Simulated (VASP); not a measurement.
Input of a VASP 6.6.1 run:

Contents of INCAR:

```
SYSTEM = Os
PREC = Accurate
ENCUT = 500
EDIFF = 1E-6
ISMEAR = -1
SIGMA = 0.1
LREAL = .False.
LASPH = .True.
NELM = 120
ALGO = Normal
ISIF = 2
LWAVE = .False.
LCHARG = .False.
GGA = B5
ALDAX = 1.0
AGGAX = 1.0
AGGAC = 1.0
ALDAC = 0.0
NBANDS = 14
GGA_COMPAT = .False.
```

Contents of KPOINTS:

```
Automatic mesh
0
Gamma
  16 16 16
  0 0 0
```

The input POSCAR:

```
Os
1.0
   -1.6108415576      1.6108415576      1.6108415576
    1.6108415576     -1.6108415576      1.6108415576
    1.6108415576      1.6108415576     -1.6108415576
Os
1
Direct
    0.0000000000      0.0000000000      0.0000000000
```

Potentials or basis: VASP PAW PBE potentials, release 64 (Os_sv_GW).

Command:

```console
$ cat potpaw_PBE.64/Os_sv_GW/POTCAR > POTCAR
$ mpirun -np 1 vasp_std > vasp.out
```

Task: Predict the band gap on the k mesh.

Result: Zero (band 8 reaches 13.33 eV, above the bottom of band 9 at 9.86 eV).

Task: Predict the pressure.

Result: -20.3 GPa.

Caveat: the PAW data sets were made with another functional, which shifts forces and pressure a little; spin-orbit coupling is left out, which moves the levels of the heavy elements.
